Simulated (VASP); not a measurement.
Crystal: Fe.

```
Fe
1.0
    -1.46773    1.41578    1.51488
     1.46773   -1.41578    1.51488
     1.46773    1.41578   -1.51488
Fe
1
Cartesian
  0.0000 0.0000 0.0000
```

This cell differs from its parent crystal: normal strain along x +0.0367, normal strain along z +0.0700.

Base run:

```yaml
Program: VASP 6.6.1
Functional: PBE
Potentials_or_basis: VASP PAW PBE potentials, release 64 (Fe_sv)
Cutoff: 600 eV
k_mesh: 10 × 10 × 10
Occupations: gaussian, width 0.15 eV
Spin: collinear spin, ferromagnetic start
Starting_moments: "[2.44] μB"
```

Its results: pressure -17.4 GPa; net moment 2.38 μB per cell; site moments Fe +2.40 μB.

Problem. The run is repeated on the same cell with these changes: potentials or basis from VASP PAW PBE potentials, release 64 (Fe_sv) to VASP PAW PBE potentials, release 64 (Fe); cutoff from 600 eV to 520 eV; further incar settings from ALGO = Normal; EDIFF = 1e-06; NBANDS = 18 to ALGO = Normal; EDIFF = 1e-07; NBANDS = 14; valence electrons from 16 to 8. What comes out?

Solution. Pressure -13.6 GPa; net moment 2.41 μB per cell; site moments Fe +2.43 μB.
